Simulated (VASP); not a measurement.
# Si13Ge3 (P1) in VASP: notebook

The runs below take Si13Ge3 through single point, relaxation of volume and atoms at fixed shape, with PBEsol.

All numbers are computed with VASP 6.6.1; they aren't measurements. Logs are shortened: lines on timing, memory, paths and dates and some standing lists are left out, and cuts for length are marked.

## Step 1: The cell of the first run

The typed cell holds 64 atoms: a = 10.946 Å, b = 10.946 Å, c = 10.946 Å, α = 90.00°, β = 90.00°, γ = 90.00°.

## Step 2: Single point, PBEsol

Input file INCAR:

```
SYSTEM = Si13Ge3
ALGO     = Normal         ! electronic algorithm
EDIFF    = 1E-6           ! SCF threshold, eV
ENCUT    = 550            ! plane-wave cutoff, eV
GGA      = PS             ! functional
GGA_COMPAT= .FALSE.      
ISIF     = 2              ! what is computed and relaxed
ISMEAR   = -1             ! smearing method
ISYM     = -1           
LASPH    = .TRUE.         ! aspherical terms in the spheres
LCHARG   = .FALSE.        ! write CHGCAR
LREAL    = Auto         
LWAVE    = .FALSE.        ! write WAVECAR
NBANDS   = 226            ! bands
NELM     = 120            ! most SCF steps
PREC     = Accurate       ! precision mode
SIGMA    = 0.05           ! smearing width, eV
```

Input file KPOINTS:

```
explicit points
1
Reciprocal
  0.25000000   0.25000000   0.25000000 1
```

Input file POSCAR:

```
Si13Ge3
1.0
   10.9462991889      0.0000000000      0.0000000000
    0.0000000000     10.9462991889      0.0000000000
    0.0000000000      0.0000000000     10.9462991889
Si Ge
52 12
Direct
    0.9988740000      0.0021830000      0.0010420000
    0.9968960000      0.4966540000      0.9973240000
    0.0020780000      0.5003210000      0.4986160000
    0.5006810000      0.9998590000      0.9999210000
    0.4980990000      0.0012670000      0.5024960000
    0.5003540000      0.4987120000      0.9999150000
    0.1239750000      0.1266060000      0.1246550000
    0.1275570000      0.1266830000      0.6272610000
    0.1250610000      0.6247360000      0.6251400000
    0.6233580000      0.1273420000      0.1224590000
    0.6237810000      0.1260390000      0.6245370000
    0.6252470000      0.6236360000      0.1250710000
    0.6269030000      0.6268440000      0.6283380000
    0.2500770000      0.2499470000      0.0002250000
    0.2478290000      0.2486420000      0.4986170000
    0.2506300000      0.7493240000      0.5011500000
    0.7495620000      0.2511250000      0.9998710000
    0.7480230000      0.2484840000      0.4978930000
    0.7492000000      0.7487370000      0.0000260000
    0.7510290000      0.7470710000      0.5023620000
    0.3757140000      0.3742190000      0.1252420000
    0.3794440000      0.8757820000      0.1253870000
    0.3750830000      0.8751720000      0.6256730000
    0.8745750000      0.3747420000      0.1248520000
    0.8743890000      0.8753320000      0.1214660000
    0.8747080000      0.8714320000      0.6250460000
    0.2527130000      0.0022570000      0.7486350000
    0.2519370000      0.4964170000      0.2517080000
    0.2478630000      0.5011960000      0.7519690000
    0.7506730000      0.4991670000      0.2490620000
    0.7483960000      0.5008220000      0.7520400000
    0.3770030000      0.1275670000      0.3773230000
    0.3759700000      0.1246970000      0.8765130000
    0.3730900000      0.6261010000      0.3733430000
    0.3778830000      0.6226710000      0.8729200000
    0.8762720000      0.1281130000      0.3750850000
    0.8766070000      0.1276100000      0.8776300000
    0.8731230000      0.6224440000      0.3770680000
    0.8741200000      0.6243020000      0.8753710000
    0.9999670000      0.2515480000      0.2493960000
    0.0025510000      0.2488600000      0.7522160000
    0.9977640000      0.7467270000      0.7483130000
    0.5000300000      0.2499550000      0.2493360000
    0.5013720000      0.2486640000      0.7526060000
    0.4987040000      0.7472750000      0.2480320000
    0.5000770000      0.7501740000      0.7499090000
    0.1254810000      0.3743600000      0.3748690000
    0.1254850000      0.3749280000      0.8758760000
    0.1272750000      0.8738190000      0.3771740000
    0.6269730000      0.3735820000      0.3719150000
    0.6253330000      0.3751930000      0.8757070000
    0.6234610000      0.8732560000      0.8768890000
    0.0007810000      0.0000810000      0.5016160000
    0.5026850000      0.5017740000      0.4984100000
    0.1245690000      0.6195510000      0.1246400000
    0.2540800000      0.7498560000      0.9994420000
    0.3733100000      0.3736210000      0.6268240000
    0.8751520000      0.3744410000      0.6254290000
    0.2516960000      0.0005680000      0.2505830000
    0.7507190000      0.0023400000      0.2479540000
    0.7503860000      0.9996400000      0.7511150000
    0.9980690000      0.7506070000      0.2517210000
    0.1233690000      0.8769580000      0.8720170000
    0.6232100000      0.8727940000      0.3771760000
```

Potentials or basis: VASP PAW PBE potentials, release 64 (Si, Ge_d).

On the command line:

```bash
$ cat potpaw_PBE.64/Si/POTCAR potpaw_PBE.64/Ge_d/POTCAR > POTCAR
$ mpirun -np 1 vasp_std > vasp.out
```

OUTCAR:

```text
SYSTEM = Si13Ge3
   EDIFF = 1E-6
   ENCUT = 550
   GGA = PS
   ISIF = 2
   ISMEAR = -1
   ISYM = -1
   LASPH = .TRUE.
   LREAL = Auto
   NELM = 120
   PREC = Accurate

 ion  position               nearest neighbor table
   1  0.999  0.002  0.001-  37 2.35  25 2.35   7 2.36  63 2.39
   2  0.997  0.497  0.997-  24 2.35  48 2.35  39 2.35  55 2.39
   3  0.002  0.500  0.499-  38 2.36  47 2.36   9 2.36  58 2.40
   4  0.501  1.000  1.000-  22 2.34  52 2.35  10 2.36  33 2.36
   5  0.498  0.001  0.502-  23 2.35  11 2.35  32 2.35  64 2.39
   6  0.500  0.499  1.000-  51 2.36  35 2.36  21 2.37  12 2.37
[... 56 lines left out ...]
  63  0.123  0.877  0.872-  27 2.39   1 2.39  42 2.40  56 2.43
  64  0.623  0.873  0.377-  20 2.39   5 2.39  45 2.40  60 2.44

IMPORTANT INFORMATION: All symmetrisations will be switched off!
NOSYMM: (Re-)initialisation of all symmetry stuff for point group C_1.

----------------------------------------------------------------------------------------

                                     Primitive cell

  volume of cell :    1311.6016

  direct lattice vectors                    reciprocal lattice vectors
    10.946299189  0.000000000  0.000000000     0.091355077  0.000000000  0.000000000
     0.000000000 10.946299189  0.000000000     0.000000000  0.091355077  0.000000000
     0.000000000  0.000000000 10.946299189     0.000000000  0.000000000  0.091355077

  length of vectors
    10.946299189 10.946299189 10.946299189     0.091355077  0.091355077  0.091355077

  position of ions in fractional coordinates (direct lattice)
     0.998874000  0.002183000  0.001042000
     0.996896000  0.496654000  0.997324000
     0.002078000  0.500321000  0.498616000
     0.500681000  0.999859000  0.999921000
     0.498099000  0.001267000  0.502496000
     0.500354000  0.498712000  0.999915000
[... 56 lines left out ...]
     0.123369000  0.876958000  0.872017000
     0.623210000  0.872794000  0.377176000

  ion indices of the primitive-cell ions
   primitive index   ion index
                 1           1
                 2           2
                 3           3
                 4           4
                 5           5
                 6           6
[... 56 lines left out ...]
                63          63
                64          64

----------------------------------------------------------------------------------------

 KPOINTS: explicit points

Read explicit list of k-points.

 Found      1 k-points:

 Following reciprocal coordinates:
            Coordinates               Weight
  0.250000  0.250000  0.250000      1.000000
   k-points           NKPTS =      1   k-points in BZ     NKDIM =      1   number of bands    NBANDS=    226
   number of dos      NEDOS =    301   number of ions     NIONS =     64
   total plane-waves  NPLWV = 592704
   dimension x,y,z NGX =    84 NGY =   84 NGZ =   84
   dimension x,y,z NGXF=   168 NGYF=  168 NGZF=  168
   ions per type =              52  12
   NGX,Y,Z   is equivalent  to a cutoff of  12.76, 12.76, 12.76 a.u.
   NGXF,Y,Z  is equivalent  to a cutoff of  25.51, 25.51, 25.51 a.u.
 SYSTEM =  Si13Ge3
   PREC   = accura    normal or accurate (medium, high low for compatibility)
   ISTART =      0    job   : 0-new  1-cont  2-samecut
   ICHARG =      2    charge: 1-file 2-atom 10-const
   ISPIN  =      1    spin polarized calculation?
   LNONCOLLINEAR =      F non collinear calculations
   LSORBIT =      F    spin-orbit coupling
   LASPH  =      T    aspherical Exc in radial PAW
   ENCUT  =  550.0 eV  40.42 Ry    6.36 a.u.  20.93 20.93 20.93*2*pi/ulx,y,z
   NELM   =    120;   NELMIN=  2; NELMDL= -5     # of ELM steps
   EDIFF  = 0.1E-05   stopping-criterion for ELM
   LREAL  =      T    real-space projection
   EDIFFG = 0.1E-04   stopping-criterion for IOM
   NSW    =      0    number of steps for IOM
   IBRION =     -1    ionic relax: 0-MD 1-quasi-New 2-CG
   NFREE  =      0    steps in history (QN), initial steepest desc. (CG)
   ISIF   =      2    stress and relaxation
   ISYM   =     -1    0-nonsym 1-usesym 2-fastsym
   POTIM  = 0.5000    time-step for ionic-motion
   TEBEG  =    0.0;   TEEND  =   0.0 temperature during run
   PSTRESS=    0.0 pullay stress
   NELECT =     376.0000    total number of electrons
   NUPDOWN=      -1.0000    fix difference up-down
   EMIN   =  10.00;   EMAX   =-10.00  energy-range for DOS
   EFERMI =   0.00;   METHOD = LEGACY
   ISMEAR =    -1;   SIGMA  =   0.05  broadening in eV -4-tet -1-fermi 0-gaus
   EFERMI_NEDOS =   21; number of points for ismear=-14 and -15
   IALGO  =     38    algorithm
   IMIX   =      4    mixing-type and parameters
     AMIX     =   0.40;   BMIX     =  1.00
     AMIX_MAG =   1.60;   BMIX_MAG =  1.00
  volume/ion in A,a.u.               =      20.49       138.30
  Fermi-wavevector in a.u.,A,eV,Ry     =   1.079452  2.039869 15.853744  1.165217
  Thomas-Fermi vector in A             =   2.215418
   LORBIT       =      0    0 simple, 1 ext, 2 COOP (PROOUT), +10 PAW based schemes
   GGA     = PS    functional components
   LHFCALC =     F    Hartree Fock is set to
   AEXX    =    0.0000 exact exchange contribution
   IVDW    =     0    specifies the selected vdW correction
   LEPSILON=     F    determine dielectric tensor
   LRPA    =     F    only Hartree local field effects (RPA)
 non-spin polarized calculation
  energy-cutoff  :      550.00
  volume of cell :     1311.60
 maximum number of plane-waves:     38364
 NGX is ok and might be reduce to    84
   NGX = 41   NGY = 41   NGZ = 41

 number of electron     376.0000051 magnetization

 Free energy of the ion-electron system (eV)
  ---------------------------------------------------
  ext. energy  EPLUGINS =         0.00000000
  ---------------------------------------------------
  free energy    TOTEN  =      -357.63812779 eV

  energy without entropy =     -357.63798184  energy(sigma->0) =     -357.63805481

 E-fermi :   5.8217     XC(G=0):  -9.6788

 val. band max:        5.3053178513   @ k =   0.2500   0.2500   0.2500
 cond. band min:       6.3521033052   @ k =   0.2500   0.2500   0.2500
 fundamental gap:      1.0467854539
 Fermi energy:         5.8217190018

 k-point     1 :       0.2500    0.2500    0.2500
  band No.  band energies     occupation
      1     -18.7298      2.00000
      2     -18.7021      2.00000
      3     -18.7006      2.00000
      4     -18.6980      2.00000
      5     -18.6792      2.00000
      6     -18.6233      2.00000
[... 192 lines left out ...]
    199       7.4412      0.00000
    200       7.4682      0.00000
 [bands above 200 left out]

------------------------ aborting loop because EDIFF is reached ----------------------------------------

  FORCE on cell =-STRESS in cart. coord.  units (eV):
  Direction    XX          YY          ZZ          XY          YZ          ZX
  --------------------------------------------------------------------------------------
  -------------------------------------------------------------------------------------
  Total        0.3048418      0.2940954      0.3097433     -9.3376498     -9.1471227     -9.2289728
  in kB        0.3723773      0.3592500      0.3783647    -11.4063375    -11.1736006    -11.2735840
  external PRESSURE =       0.3699973 kB  Pullay stress =       0.0000000 kB

 VOLUME and BASIS-vectors are now :
 -----------------------------------------------------------------------------
  energy-cutoff  :      550.00
  volume of cell :     1311.60
      direct lattice vectors                 reciprocal lattice vectors
    10.946299189  0.000000000  0.000000000     0.091355077  0.000000000  0.000000000
     0.000000000 10.946299189  0.000000000     0.000000000  0.091355077  0.000000000
     0.000000000  0.000000000 10.946299189     0.000000000  0.000000000  0.091355077

 POSITION                                       TOTAL-FORCE (eV/Angst)
 -----------------------------------------------------------------------------------
     10.93397      0.02390      0.01141         0.007943     -0.009395     -0.003843
     10.91232      5.43652     10.91701         0.015256     -0.008762      0.008139
      0.02275      5.47666      5.45800        -0.011903     -0.006697      0.013071
      5.48060     10.94476     10.94543         0.009770      0.004057      0.004074
      5.45234      0.01387      5.50047         0.003614     -0.002430     -0.001559
      5.47702      5.45905     10.94537         0.001299     -0.011339      0.002520
[... 56 lines left out ...]
      1.35043      9.59944      9.54536        -0.010676      0.001682      0.002057
      6.82184      9.55386      4.12868         0.006347      0.001558     -0.024892
 -----------------------------------------------------------------------------------
    total drift:                               -0.006010     -0.020589      0.001848

  FREE ENERGIE OF THE ION-ELECTRON SYSTEM (eV)
  ---------------------------------------------------
  free  energy   TOTEN  =      -357.6381277914 eV

  energy  without entropy=     -357.6379818375  energy(sigma->0) =     -357.63805481
```

It took 6 min on 1 thread of Intel Xeon 6975P-C (Granite Rapids), shared host; peak memory 1.1 GiB.

Results:

* Free energy: -357.6381 eV
* Pressure: 0.0 GPa
* Largest force: 0.026 eV/Å
* Band gap on the k mesh: 1.05 eV

Forces in eV/Å, atoms in the order of the input:
```
Si   0.008 -0.009 -0.004
Si   0.015 -0.009  0.008
Si  -0.012 -0.007  0.013
Si   0.010  0.004  0.004
Si   0.004 -0.002 -0.002
Si   0.001 -0.011  0.003
Si  -0.001  0.006 -0.007
Si  -0.007 -0.008 -0.011
Si   0.012 -0.010  0.000
Si  -0.010 -0.012  0.006
Si   0.011 -0.014  0.002
Si   0.007  0.001  0.000
Si  -0.003 -0.003 -0.016
Si   0.007  0.007 -0.002
Si   0.011  0.007  0.003
Si  -0.010  0.013  0.001
Si   0.002  0.003 -0.001
Si  -0.002  0.012  0.003
Si  -0.001  0.006  0.005
Si  -0.009  0.011  0.009
Si   0.001 -0.001 -0.004
Si  -0.014  0.006  0.007
Si   0.007 -0.006  0.004
Si  -0.009 -0.002 -0.011
Si  -0.003 -0.017  0.011
Si  -0.003  0.015  0.000
Si  -0.003  0.000  0.009
Si   0.000 -0.002  0.003
Si   0.011  0.006  0.006
Si  -0.005  0.013  0.010
Si   0.016 -0.007  0.009
Si   0.005 -0.011 -0.010
Si  -0.013 -0.001 -0.003
Si   0.020 -0.012 -0.002
Si  -0.004  0.000 -0.001
Si   0.002 -0.011  0.007
Si  -0.005 -0.009 -0.009
Si   0.009  0.002 -0.019
Si  -0.001  0.004 -0.006
Si   0.011 -0.003  0.006
Si  -0.003  0.017  0.004
Si   0.003  0.000  0.000
Si  -0.003  0.007 -0.001
Si   0.007  0.004 -0.003
Si   0.008  0.007 -0.004
Si  -0.005  0.003 -0.010
Si  -0.006  0.000 -0.007
Si  -0.012  0.001 -0.001
Si   0.006 -0.002  0.006
Si  -0.005 -0.007  0.003
Si  -0.008 -0.003  0.006
Si   0.001  0.000  0.000
Ge   0.000  0.004  0.004
Ge  -0.008  0.016  0.017
Ge   0.013  0.000 -0.007
Ge   0.006 -0.005  0.005
Ge  -0.009 -0.008 -0.009
Ge  -0.002  0.003 -0.008
Ge  -0.005  0.004 -0.007
Ge  -0.003 -0.011  0.016
Ge  -0.003  0.004 -0.007
Ge  -0.022  0.012  0.004
Ge  -0.011  0.002  0.002
Ge   0.006  0.002 -0.025
```

Stress tensor (GPa, compression positive):
```
 0.04 -1.14 -1.13
-1.14  0.04 -1.12
-1.13 -1.12  0.04
```

Levels at points of the mesh, in eV from the valence-band top:
```csv
k point,band 186,band 187,band 188,band 189,band 190,band 191
"(0.25, 0.25, 0.25)",-0.48,0.00,0.00,1.05,1.06,1.06
```

Caveat: the PAW data sets were made with another functional, which shifts forces and pressure a little; a shifted mesh leaves out Γ, where band edges can lie. A k mesh can miss the band edges.

(Continued in part 2 of 2.)
